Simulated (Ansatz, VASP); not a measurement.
SnO2 in VASP and in Ansatz

```
Sn O
1.0
     4.75323    0.03477    0.07142
     0.03535    4.76423    0.15007
     0.04834    0.09994    3.20357
Sn O
2 4
Direct
  0.47340 0.48072 0.56640
  0.98698 0.95175 0.97170
  0.37067 0.29799 0.10621
  0.79358 0.16415 0.27413
  0.22477 0.83763 0.54443
  0.65061 0.76777 0.03713
```

Change from the starting cell: all atoms moved at random (sigma 0.3 Å a component), cell strained at random (sigma 0.03).

Alike in both runs: task single point; functional LDA; k mesh 6 × 6 × 8; occupations gaussian, width 0.05 eV; no spin polarisation.

|  | VASP | Ansatz |
| --- | --- | --- |
| version | VASP 6.6.1 | Ansatz 0.2.0 |
| potentials or method | VASP PAW LDA potentials, release 64 (Sn_d, O), cutoff 520 eV | scalar-relativistic, plane waves, PAW |
| valence electrons in the cell | 52 | 52 |

|  | VASP | Ansatz | Ansatz less VASP |
| --- | --- | --- | --- |
| gap on the k mesh at the Fermi level (eV) | 0.09 | 0.08 | -0.012 |
| least direct gap on the mesh (eV) | 0.09 | 0.08 | -0.012 |
| pressure (GPa) | 28.0 | 27.8 | -0.17 |
| traceless stress, the component that is largest in VASP (GPa) | 15.08 | 15.51 | +0.426 |
| rms of the force components (eV/Å) | 4.028 | 4.086 | +0.0579 |

LDA's correlation is that of Perdew and Zunger in VASP and of Perdew and Wang (1992) in Ansatz. Atom by atom the forces differ by 0.123 eV/Å (rms over components).
